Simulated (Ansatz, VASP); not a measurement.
## Two plane-wave programs on BeAg2

File INCAR:

```
SYSTEM = BeAg2
ALGO = Normal
EDIFF = 1E-6
EDIFFG = -0.04
ENCUT = 600
GGA = PE
IBRION = 2
ISIF = 3
ISMEAR = 0
LASPH = .True.
LCHARG = .False.
LREAL = .False.
LWAVE = .False.
NELM = 60
NSW = 90
PREC = Accurate
SIGMA = 0.1
```

File KPOINTS:

```
k-points
0
Gamma
  6 6 6
  0 0 0
```

File POSCAR:

```
BeAg2
1.0
    0.0000000000      2.8376010599      2.8376010599
    2.8376010599      0.0000000000      2.8376010599
    2.8376010599      2.8376010599      0.0000000000
Be Ag
1 2
Direct
    0.0000000000      0.0000000000      0.0000000000
    0.2500000000      0.2500000000      0.2500000000
    0.7500000000      0.7500000000      0.7500000000
```

Input for Ansatz:

```yaml
crystal:
  lattice:
    - [0.0, 2.8376010599, 2.8376010599]
    - [2.8376010599, 0.0, 2.8376010599]
    - [2.8376010599, 2.8376010599, 0.0]
  atoms:
    - { symbol: Be, position: [0.0, 0.0, 0.0] }
    - { symbol: Ag, position: [0.25, 0.25, 0.25] }
    - { symbol: Ag, position: [0.75, 0.75, 0.75] }
basis:
  ecutwfc: 420
kpoints:
  mp_grid: { grid: [6, 6, 6] }
hamiltonian:
  xc: pbe
scf:
  occupations: { method: gaussian, width: 0.1 }
  lower_state_search: "off"
output:
  forces: true
  stress: true
  eigenvalues: true
relax:
  adjacent_minimum: "off"
  f_tol: 0.04
  max_steps: 70
  cell: { stress_tol: 0.4 }
```

Alike in both runs: task relaxation of cell and atoms; functional PBE; k mesh 6 × 6 × 6; occupations gaussian, width 0.1 eV; no spin polarisation.

```csv
,VASP,Ansatz
version,VASP 6.6.1,Ansatz 0.2.0
potentials or method,"VASP PAW PBE potentials, release 64 (Be, Ag), cutoff 600 eV","scalar-relativistic, plane waves, PAW"
valence electrons in the cell,24,40
```

|  | VASP | Ansatz | Ansatz less VASP |
| --- | --- | --- | --- |
| gap on the k mesh at the Fermi level, each at its own relaxed structure (eV) | none | none | - |
| relaxed volume (Å³/atom) | 16.08 | 16.11 | +0.030 |
| relaxed cell length with the largest relative difference (Å) | 4.086 | 4.089 | +0.0026 |

A gap of «none» marks a metal or a gap that the smearing closes. VASP's potentials hold 24 valence electrons a cell and Ansatz's 40, so a difference there can come from the potentials and not from the codes.
